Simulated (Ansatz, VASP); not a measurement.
# One calculation of AlN, two programs

```
CELL_PARAMETERS angstrom
3.22115 0.00000 0.00000
-1.61058 2.78960 0.00000
0.00000 0.00000 4.03221
ATOMIC_POSITIONS crystal
Al 0.33333 0.66667 0.75000
Al 0.66667 0.33333 0.25000
N 0.33333 0.66667 0.25000
N 0.66667 0.33333 0.75000
```

Change from the starting cell: mode 4 frozen in at +0.000 Å, equal normal strain along x, y and z -0.0167.

Alike in both runs: task single point; functional LDA; k mesh 9 × 9 × 6; occupations gaussian, width 0.05 eV; no spin polarisation.

|  | VASP | Ansatz |
| --- | --- | --- |
| version | VASP 6.6.1 | Ansatz 0.2.0 |
| potentials or method | VASP PAW LDA potentials, release 64 (Al, N), cutoff 520 eV | scalar-relativistic, plane waves, PAW |
| valence electrons in the cell | 16 | 16 |

Ansatz gave:

```
gap on the k mesh at the Fermi level (eV)                     : 3.99
least direct gap on the mesh (eV)                             : 3.99
pressure (GPa)                                                : 12.6
traceless stress, the component that is largest in VASP (GPa) : -1.30
```

Q: Which values does VASP return?

A: gap on the k mesh at the Fermi level (eV): 4.00; least direct gap on the mesh (eV): 4.00; pressure (GPa): 13.4; traceless stress, the component that is largest in VASP (GPa): -1.47.

Ansatz warns that its potentials were made for another functional, while VASP's fit it. LDA's correlation is that of Perdew and Zunger in VASP and of Perdew and Wang (1992) in Ansatz.
